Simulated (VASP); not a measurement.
# Ca (P6_3/mmc) in VASP: a series of runs

Ca is run at these levels: LDA; tasks: single point.

Program: VASP 6.6.1. These are calculated values, not measurements. Logs are shortened: lines on timing, memory, paths and dates and some standing lists are left out, and cuts for length are marked.

**1. The cell of the first run**

The structure is hexagonal, space group P6_3/mmc (No. 194). Conventional cell: a = 3.824 Å, b = 3.824 Å, c = 12.559 Å, α = 90.00°, β = 90.00°, γ = 120.00°. Ca (site symmetry -3m) has 12 Ca at 3.82 to 3.84 Å within 5.0 Å. Within 5.0 Å of Ca (site symmetry -6m2) lie 12 Ca at 3.82 to 3.84 Å.

This isn't the form of Ca at room conditions, which is fcc.

**2. Single point, LDA (39.75 Å³/atom)**

Contents of INCAR:

```
SYSTEM = Ca
  PREC = Accurate
  ENCUT = 520
  EDIFF = 1E-6
  ISMEAR = -1
  SIGMA = 0.1
  LREAL = .False.
  LASPH = .True.
  NELM = 80
  ALGO = Normal
  ISIF = 2
  LWAVE = .False.
  LCHARG = .True.
  GGA = CA
  LELF = .True.
  LVHAR = .True.
  NBANDS = 28
```

Contents of KPOINTS:

```
Automatic mesh
0
Gamma
  11 11 3
  0 0 0
```

Contents of POSCAR:

```
Ca
1.0
    3.8235876137      0.0000000000      0.0000000000
   -1.9117938068      3.3113240070      0.0000000000
    0.0000000000      0.0000000000     12.5594888788
Ca
4
Direct
    0.0000000000      0.0000000000      1.0000000000
    0.0000000000      0.0000000000      0.5000000000
    0.3333333333      0.6666666667      0.2500000000
    0.6666666667      0.3333333333      0.7500000000
```

Potentials or basis: VASP PAW LDA potentials, release 64 (Ca_sv).

Run with:

```sh
$ cat potpaw_LDA.64/Ca_sv/POTCAR > POTCAR
$ mpirun -np 1 vasp_std > vasp.out
```

OUTCAR:

```text
SYSTEM = Ca
   PREC = Accurate
   ENCUT = 520
   EDIFF = 1E-6
   ISMEAR = -1
   LREAL = .False.
   LASPH = .True.
   NELM = 80
   ISIF = 2
   GGA = CA

 ion  position               nearest neighbor table
   1  0.000  0.000  0.000-
   2  0.000  0.000  0.500-
   3  0.333  0.667  0.250-
   4  0.667  0.333  0.750-

  LATTYP: Found a hexagonal cell.
 ALAT       =     3.8235876137
 C/A-ratio  =     3.2847393986

  Lattice vectors:

 A1 = (   3.8235876137,   0.0000000000,   0.0000000000)
 A2 = (  -1.9117938068,   3.3113240070,   0.0000000000)
 A3 = (   0.0000000000,   0.0000000000,  12.5594888788)

Analysis of symmetry for initial positions (statically):
=====================================================================
 Subroutine PRICEL returns:
 Original cell was already a primitive cell.

 Routine SETGRP: Setting up the symmetry group for a
 hexagonal supercell.

 Subroutine GETGRP returns: Found 24 space group operations
 (whereof 12 operations were pure point group operations)
 out of a pool of 24 trial point group operations.

The static configuration has the point symmetry D_3d.
 The point group associated with its full space group is D_6h.

Analysis of symmetry for dynamics (positions and initial velocities):
=====================================================================
 Subroutine PRICEL returns:
 Original cell was already a primitive cell.

 Routine SETGRP: Setting up the symmetry group for a
 hexagonal supercell.

 Subroutine GETGRP returns: Found 24 space group operations
 (whereof 12 operations were pure point group operations)
 out of a pool of 24 trial point group operations.

The dynamic configuration has the point symmetry D_3d.
 The point group associated with its full space group is D_6h.

 Subroutine INISYM returns: Found 24 space group operations
 (whereof 12 operations are pure point group operations),
 and found     1 'primitive' translations

----------------------------------------------------------------------------------------

                                     Primitive cell

  volume of cell :     159.0174

  direct lattice vectors                    reciprocal lattice vectors
     3.823587614  0.000000000  0.000000000     0.261534480  0.150997003  0.000000000
    -1.911793807  3.311324007  0.000000000     0.000000000  0.301994005  0.000000000
     0.000000000  0.000000000 12.559488879     0.000000000  0.000000000  0.079621075

  length of vectors
     3.823587614  3.823587614 12.559488879     0.301994005  0.301994005  0.079621075

  position of ions in fractional coordinates (direct lattice)
     0.000000000  0.000000000  0.000000000
     0.000000000  0.000000000  0.500000000
     0.333333333  0.666666667  0.250000000
     0.666666667  0.333333333  0.750000000

  ion indices of the primitive-cell ions
   primitive index   ion index
                 1           1
                 2           2
                 3           3
                 4           4

----------------------------------------------------------------------------------------

 KPOINTS: Automatic mesh

Automatic generation of k-mesh.
 Grid dimensions read from file:
 generate k-points for:   11   11    3

 Generating k-lattice:

  Cartesian coordinates                     Fractional coordinates (reciprocal lattice)
     0.023775862  0.013727000  0.000000000     0.090909091  0.000000000  0.000000000
     0.000000000  0.027454000  0.000000000     0.000000000  0.090909091  0.000000000
     0.000000000  0.000000000  0.026540358     0.000000000  0.000000000  0.333333333

  Length of vectors
     0.027454000  0.027454000  0.026540358

  Shift w.r.t. Gamma in fractional coordinates (k-lattice)
     0.000000000  0.000000000  0.000000000

 Subroutine IBZKPT returns following result:
 ===========================================

 Found     32 irreducible k-points:

 Following reciprocal coordinates:
            Coordinates               Weight
  0.000000  0.000000  0.000000      1.000000
  0.090909  0.000000  0.000000      6.000000
  0.181818  0.000000  0.000000      6.000000
  0.272727  0.000000  0.000000      6.000000
  0.363636  0.000000  0.000000      6.000000
  0.454545  0.000000  0.000000      6.000000
[... 16 lines left out ...]
  0.090909  0.090909  0.333333     12.000000
  0.181818  0.090909  0.333333     24.000000
 [... further k-points ...]
   k-points           NKPTS =     32   k-points in BZ     NKDIM =     32   number of bands    NBANDS=     28
   number of dos      NEDOS =    301   number of ions     NIONS =      4
   total plane-waves  NPLWV =  75264
   dimension x,y,z NGX =    28 NGY =   28 NGZ =   96
   dimension x,y,z NGXF=    56 NGYF=   56 NGZF=  192
   ions per type =               4
   NGX,Y,Z   is equivalent  to a cutoff of  12.17, 12.17, 12.71 a.u.
   NGXF,Y,Z  is equivalent  to a cutoff of  24.35, 24.35, 25.41 a.u.
 SYSTEM =  Ca
   PREC   = accura    normal or accurate (medium, high low for compatibility)
   ISTART =      0    job   : 0-new  1-cont  2-samecut
   ICHARG =      2    charge: 1-file 2-atom 10-const
   ISPIN  =      1    spin polarized calculation?
   LNONCOLLINEAR =      F non collinear calculations
   LSORBIT =      F    spin-orbit coupling
   LASPH  =      T    aspherical Exc in radial PAW
   ENCUT  =  520.0 eV  38.22 Ry    6.18 a.u.   7.11  7.11 23.35*2*pi/ulx,y,z
   NELM   =     80;   NELMIN=  2; NELMDL= -5     # of ELM steps
   EDIFF  = 0.1E-05   stopping-criterion for ELM
   LREAL  =      F    real-space projection
   EDIFFG = 0.1E-04   stopping-criterion for IOM
   NSW    =      0    number of steps for IOM
   IBRION =     -1    ionic relax: 0-MD 1-quasi-New 2-CG
   NFREE  =      0    steps in history (QN), initial steepest desc. (CG)
   ISIF   =      2    stress and relaxation
   ISYM   =      2    0-nonsym 1-usesym 2-fastsym
   POTIM  = 0.5000    time-step for ionic-motion
   TEBEG  =    0.0;   TEEND  =   0.0 temperature during run
   PSTRESS=    0.0 pullay stress
   NELECT =      40.0000    total number of electrons
   NUPDOWN=      -1.0000    fix difference up-down
   EMIN   =  10.00;   EMAX   =-10.00  energy-range for DOS
   EFERMI =   0.00;   METHOD = LEGACY
   ISMEAR =    -1;   SIGMA  =   0.10  broadening in eV -4-tet -1-fermi 0-gaus
   EFERMI_NEDOS =   21; number of points for ismear=-14 and -15
   IALGO  =     38    algorithm
   IMIX   =      4    mixing-type and parameters
     AMIX     =   0.40;   BMIX     =  1.00
     AMIX_MAG =   1.60;   BMIX_MAG =  1.00
  volume/ion in A,a.u.               =      39.75       268.28
  Fermi-wavevector in a.u.,A,eV,Ry     =   1.033427  1.952894 14.530641  1.067972
  Thomas-Fermi vector in A             =   2.167673
   LORBIT       =      0    0 simple, 1 ext, 2 COOP (PROOUT), +10 PAW based schemes
   GGA     = CA    functional components
   LHFCALC =     F    Hartree Fock is set to
   AEXX    =    0.0000 exact exchange contribution
   IVDW    =     0    specifies the selected vdW correction
   LEPSILON=     F    determine dielectric tensor
   LRPA    =     F    only Hartree local field effects (RPA)
 non-spin polarized calculation
  energy-cutoff  :      520.00
  volume of cell :      159.02
 maximum number of plane-waves:      4306
   NGX = 15   NGY = 15   NGZ = 47

 number of electron      39.9999999 magnetization

 Free energy of the ion-electron system (eV)
  ---------------------------------------------------
  ext. energy  EPLUGINS =         0.00000000
  ---------------------------------------------------
  free energy    TOTEN  =        -8.88180902 eV

  energy without entropy =       -8.71289184  energy(sigma->0) =       -8.79735043

 E-fermi :   2.0348     XC(G=0):  -8.1581

 val. band max:        2.0022723940   @ k =   0.2727   0.0000   0.0000
 cond. band min:       2.0386416175   @ k =   0.3636   0.2727   0.0000
 fundamental gap:      0.0363692235
 Fermi energy:         2.0348251525

 k-point     1 :       0.0000    0.0000    0.0000
  band No.  band energies     occupation
      1     -39.3927      2.00000
      2     -39.3854      2.00000
      3     -39.3806      2.00000
      4     -39.3733      2.00000
      5     -20.7670      2.00000
      6     -20.6808      2.00000
[... 20 lines left out ...]
     27       4.2796      0.00000
     28       4.3785      0.00000

 k-point     2 :       0.0909    0.0000    0.0000
  band No.  band energies     occupation
      1     -39.3914      2.00000
      2     -39.3844      2.00000
      3     -39.3796      2.00000
      4     -39.3726      2.00000
      5     -20.7623      2.00000
      6     -20.6822      2.00000
[... 20 lines left out ...]
     27       4.3244      0.00000
     28       4.3670      0.00000

 k-point     3 :       0.1818    0.0000    0.0000
  band No.  band energies     occupation
      1     -39.3876      2.00000
      2     -39.3816      2.00000
      3     -39.3768      2.00000
      4     -39.3707      2.00000
      5     -20.7490      2.00000
      6     -20.6908      2.00000
[... 20 lines left out ...]
     27       4.3236      0.00000
     28       4.5245      0.00000

 k-point     4 :       0.2727    0.0000    0.0000
  band No.  band energies     occupation
      1     -39.3825      2.00000
      2     -39.3779      2.00000
      3     -39.3731      2.00000
      4     -39.3685      2.00000
      5     -20.7323      2.00000
      6     -20.7160      2.00000
[... 578 lines left out ...]
     27       3.7489      0.00000
     28       3.9971      0.00000

 k-point    23 :       0.0909    0.0909    0.3333
  band No.  band energies     occupation
      1     -39.3877      2.00000
      2     -39.3849      2.00000
      3     -39.3752      2.00000
      4     -39.3724      2.00000
      5     -20.7441      2.00000
      6     -20.7194      2.00000
[... 20 lines left out ...]
     27       4.3054      0.00000
     28       4.3847      0.00000

 k-point    24 :       0.1818    0.0909    0.3333
  band No.  band energies     occupation
      1     -39.3835      2.00000
      2     -39.3811      2.00000
      3     -39.3725      2.00000
      4     -39.3702      2.00000
      5     -20.7327      2.00000
      6     -20.7204      2.00000
[... 20 lines left out ...]
     27       4.1657      0.00000
     28       4.2660      0.00000

 [... further k-points ...]

------------------------ aborting loop because EDIFF is reached ----------------------------------------

  FORCE on cell =-STRESS in cart. coord.  units (eV):
  Direction    XX          YY          ZZ          XY          YZ          ZX
  --------------------------------------------------------------------------------------
  -------------------------------------------------------------------------------------
  Total       -0.7101426     -0.7101426     -0.7337240     -0.0000000     -0.0000000      0.0000000
  in kB       -7.1550299     -7.1550299     -7.3926245     -0.0000000     -0.0000000      0.0000000
  external PRESSURE =      -7.2342281 kB  Pullay stress =       0.0000000 kB

 VOLUME and BASIS-vectors are now :
 -----------------------------------------------------------------------------
  energy-cutoff  :      520.00
  volume of cell :      159.02
      direct lattice vectors                 reciprocal lattice vectors
     3.823587614  0.000000000  0.000000000     0.261534480  0.150997003  0.000000000
    -1.911793807  3.311324007  0.000000000     0.000000000  0.301994005  0.000000000
     0.000000000  0.000000000 12.559488879     0.000000000  0.000000000  0.079621075

 POSITION                                       TOTAL-FORCE (eV/Angst)
 -----------------------------------------------------------------------------------
      0.00000      0.00000      0.00000        -0.000000      0.000000     -0.000000
      0.00000      0.00000      6.27974        -0.000000      0.000000     -0.000000
     -0.00000      2.20755      3.13987         0.000000     -0.000000      0.000000
      1.91179      1.10377      9.41962        -0.000000      0.000000      0.000000
 -----------------------------------------------------------------------------------
    total drift:                                0.000000     -0.000000      0.000000

  FREE ENERGIE OF THE ION-ELECTRON SYSTEM (eV)
  ---------------------------------------------------
  free  energy   TOTEN  =        -8.8818090192 eV

  energy  without entropy=       -8.7128918395  energy(sigma->0) =       -8.79735043
```

Run time: 90 s. Hardware: 1 thread of Intel Xeon 6975P-C (Granite Rapids), shared host; peak memory 0.26 GiB.

Results:

- Free energy: -8.8818 eV
- Pressure: -0.7 GPa
- Band gap on the k mesh: zero (bands 20 and 21 overlap by 0.25 eV)

Levels at points of the mesh, in eV from the Fermi level:
```
           k point  band 17  band 18  band 19  band 20  band 21  band 22  band 23  band 24
(0.00, 0.00, 0.00)    -4.14    -3.08    -3.07    -1.10    -0.09     1.35     1.36     2.19
```

**3. Single point, LDA (41.28 Å³/atom)**

This run uses another cell than the first one, of 41.28 Å³/atom.

Contents of INCAR:

```
SYSTEM = Ca
PREC = Accurate
ENCUT = 520
EDIFF = 1E-7
ISMEAR = -1
SIGMA = 0.1
LREAL = .False.
LASPH = .True.
NELM = 60
ALGO = Normal
ISIF = 2
LWAVE = .False.
LCHARG = .False.
GGA = CA
NBANDS = 28
```

Contents of KPOINTS:

```
regular mesh
0
Gamma
  11 11 3
  0 0 0
```

Contents of POSCAR:

```
Ca
1.0
    3.8719925955      0.0000000000      0.0000000000
   -1.9359962977      3.3532439509      0.0000000000
    0.0000000000      0.0000000000     12.7184866296
Ca
4
Direct
    0.0000000000      0.0000000000      1.0000000000
    0.0000000000      0.0000000000      0.5000000000
    0.3333333333      0.6666666667      0.2500000000
    0.6666666667      0.3333333333      0.7500000000
```

Potentials or basis: VASP PAW LDA potentials, release 64 (Ca_sv).

Run with:

```sh
$ cat potpaw_LDA.64/Ca_sv/POTCAR > POTCAR
$ mpirun -np 1 vasp_std > vasp.out
```

It took 1.9 min on 1 thread of Intel Xeon 6975P-C (Granite Rapids), shared host; peak memory 0.28 GiB.

It converged, with:

```yaml
Free_energy: -8.8436 eV
Pressure: -1.3 GPa
Band_gap_on_the_k_mesh: zero (bands 20 and 21 overlap by 0.28 eV)
```

Levels at points of the mesh, in eV from the Fermi level:
| k point | band 17 | band 18 | band 19 | band 20 | band 21 | band 22 | band 23 | band 24 |
| --- | --- | --- | --- | --- | --- | --- | --- | --- |
| (0.00, 0.00, 0.00) | -4.07 | -3.04 | -3.04 | -1.08 | -0.12 | 1.33 | 1.34 | 2.15 |

**4. Single point, LDA (42.81 Å³/atom)**

This run uses another cell than the first one, of 42.81 Å³/atom.

Contents of INCAR:

```
SYSTEM = Ca
ALGO = Normal
EDIFF = 1E-7
ENCUT = 520
ISIF = 2
ISMEAR = -1
LASPH = .True.
LCHARG = .False.
LREAL = .False.
LWAVE = .False.
NBANDS = 28
NELM = 100
PREC = Accurate
SIGMA = 0.1
```

Contents of KPOINTS:

```
k-points
0
Gamma
  11 11 3
  0 0 0
```

Contents of POSCAR:

```
Ca
1.0
    3.9192166715      0.0000000000      0.0000000000
   -1.9596083358      3.3941412005      0.0000000000
    0.0000000000      0.0000000000     12.8736054128
Ca
4
Direct
    0.0000000000      0.0000000000      1.0000000000
    0.0000000000      0.0000000000      0.5000000000
    0.3333333333      0.6666666667      0.2500000000
    0.6666666667      0.3333333333      0.7500000000
```

Run with:

```sh
$ cat potpaw_LDA.64/Ca_sv/POTCAR > POTCAR
$ mpirun -np 1 vasp_std > vasp.out
```

It took 91 s on 1 thread of Intel Xeon 6975P-C (Granite Rapids), shared host; peak memory 0.28 GiB.

The run converged. Its results:

| Property | Result |
| --- | --- |
| Free energy | -8.7841 eV |
| Pressure | -1.8 GPa |
| Band gap on the k mesh | zero (bands 20 and 21 overlap by 0.32 eV) |

Levels at points of the mesh, in eV from the Fermi level:
| k point | band 18 | band 19 | band 20 | band 21 | band 22 | band 23 |
| --- | --- | --- | --- | --- | --- | --- |
| (0.00, 0.00, 0.00) | -3.00 | -3.00 | -1.06 | -0.14 | 1.31 | 1.32 |

**5. The runs side by side**

```csv
cell,gap on the mesh (eV),pressure (GPa)
"a = 3.824, b = 3.824, c = 12.559 Å, angles 90.0, 90.0, 120.0°, 4 atoms",none,-0.7
"a = 3.872, b = 3.872, c = 12.718 Å, angles 90.0, 90.0, 120.0°, 4 atoms",none,-1.3
"a = 3.919, b = 3.919, c = 12.874 Å, angles 90.0, 90.0, 120.0°, 4 atoms",none,-1.8
```

Alike in all rows: task single point; level LDA; potentials or basis VASP PAW LDA potentials, release 64 (Ca_sv); no spin polarisation; k mesh 11 × 11 × 3; cutoff (eV) 520; smearing fermi-dirac 0.1 eV.

Absolute energies hang on the potentials; compare differences alone.
